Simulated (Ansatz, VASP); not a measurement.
**Zn: VASP beside Ansatz**

File POSCAR:

```
Zn
1.0
    0.0000000000      1.9665497572      1.9665497572
    1.9665497572      0.0000000000      1.9665497572
    1.9665497572      1.9665497572      0.0000000000
Zn
1
Direct
    0.0000000000      0.0000000000      0.0000000000
```

The input INCAR.step1:

```
ALGO = Normal
EDIFF = 1E-4
ENCUT = 600
GGA = PE
ISMEAR = -1
LASPH = True
LCHARG = False
LREAL = False
LWAVE = True
NELM = 60
PREC = Accurate
SIGMA = 0.1
```

The input INCAR.step2:

```
ALGO = Normal
EDIFF = 1E-6
EDIFFG = -0.01
ENCUT = 600
IBRION = 2
ISIF = 3
ISMEAR = -1
ISTART = 1
LASPH = True
LCHARG = False
LMIXTAU = True
LREAL = False
LWAVE = False
METAGGA = R2SCAN
NELM = 60
NSW = 80
PREC = Accurate
SIGMA = 0.1
```

The input KPOINTS:

```
k-points
0
Gamma
  14 14 14
```

Input for Ansatz:

```yaml
crystal:
  lattice:
    - [0.0, 1.9665497572, 1.9665497572]
    - [1.9665497572, 0.0, 1.9665497572]
    - [1.9665497572, 1.9665497572, 0.0]
  atoms:
    - { symbol: Zn, position: [0.0, 0.0, 0.0] }
hamiltonian:
  xc: r2scan
  pseudopotentials:
    kind: paw
    azcp:
      Zn: "pseudopotentials/Zn.paw.azcp"
basis:
  ecutwfc: 500
  fft_grid_basis: typed
kpoints:
  mp_grid: { grid: [14, 14, 14], shift: [0, 0, 0] }
magnetization:
  spin_polarized: false
scf:
  occupations: { method: fermi_dirac, width: 0.1 }
relax:
  max_steps: 60
  f_tol: 0.01
  cell: {}
output:
  write_density: true
  write_potential: true
  elf: true
  volumetric_format: npy
```

Alike in both runs: task relaxation of cell and atoms; functional r2SCAN; k mesh 14 × 14 × 14; occupations fermi-dirac, width 0.1 eV; no spin polarisation.

|  | VASP | Ansatz |
| --- | --- | --- |
| version | VASP 6.6.1 | Ansatz 0.2.0 |
| potentials or method | VASP PAW PBE potentials, release 64 (Zn), cutoff 600 eV | plane waves (500 eV) with PAW, scalar-relativistic |
| valence electrons in the cell | 12 | 12 |

VASP gave:

- relaxed volume (Å³/atom): 14.39
- relaxed length of the cell vector where the two differ most in proportion (Å): 2.731

Question: Estimate Ansatz's values.

Answer: Relaxed volume (Å³/atom): 14.36; relaxed length of the cell vector where the two differ most in proportion (Å): 2.728.

VASP's potentials were made for PBE, not for r2SCAN.
